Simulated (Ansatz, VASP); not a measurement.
## WS2: VASP beside Ansatz

Contents of INCAR:

```
SYSTEM = WS2
  PREC = Accurate
  ENCUT = 520
  EDIFF = 1E-7
  ISMEAR = 0
  SIGMA = 0.05
  LREAL = .FALSE.
  LASPH = .TRUE.
  NELM = 60
  ALGO = Normal
  ISIF = 2
  LWAVE = .FALSE.
  LCHARG = .TRUE.
  GGA = PE
  LELF = .TRUE.
  LVHAR = .TRUE.
  NBANDS = 20
```

KPOINTS

```
Automatic mesh
0
G
  24 24 1
  0 0 0
```

File POSCAR:

```
WS2
1.0
    3.1831225500      0.0000000000      0.0000000000
   -1.5915612800      2.7566650000      0.0000000000
    0.0000000000      0.0000000000     16.1272518900
W S
1 2
Direct
    0.0000000000      0.0000000000      0.5000000000
    0.3333333300      0.6666666700      0.4028178400
    0.3333333300      0.6666666700      0.5971821600
```

Input for Ansatz:

```yaml
crystal:
  lattice:
    - [3.18312255, 0.0, 0.0]
    - [-1.59156128, 2.756665, 0.0]
    - [0.0, 0.0, 16.12725189]
  atoms:
    - { symbol: W, position: [0.0, 0.0, 0.5] }
    - { symbol: S, position: [0.33333333, 0.66666667, 0.40281784] }
    - { symbol: S, position: [0.33333333, 0.66666667, 0.59718216] }
basis:
  ecutwfc: 420
kpoints:
  mp_grid: { grid: [24, 24, 1] }
hamiltonian:
  xc: pbe
scf:
  occupations: { method: gaussian, width: 0.05 }
output:
  forces: true
  eigenvalues: true
  eigenstates:
    nscf_kmesh: { grid: [72, 72, 1] }
    top_band: c6
    de_dk: true
    localisation: true
checkpoint:
  write: ck
  compress: false
  write_wavefunctions: false
  write_every: 100000
```

Alike in both runs: task single point; functional PBE; k mesh 24 × 24 × 1; occupations gaussian, width 0.05 eV; no spin polarisation.

|  | VASP | Ansatz |
| --- | --- | --- |
| version | VASP 6.6.1 | Ansatz 0.2.0 |
| potentials or method | VASP PAW PBE potentials, release 64 (W_sv, S), cutoff 520 eV | scalar-relativistic, plane waves, PAW |
| valence electrons in the cell | 26 | 26 |

```tsv
	VASP	Ansatz	Ansatz less VASP
gap on the k mesh at the Fermi level (eV)	1.82	1.81	-0.003
rms of the force components (eV/Å)	0.052	0.050	-0.0017
```

Atom by atom the forces differ by 0.002 eV/Å (rms over components).

Spin-orbit coupling is off throughout.
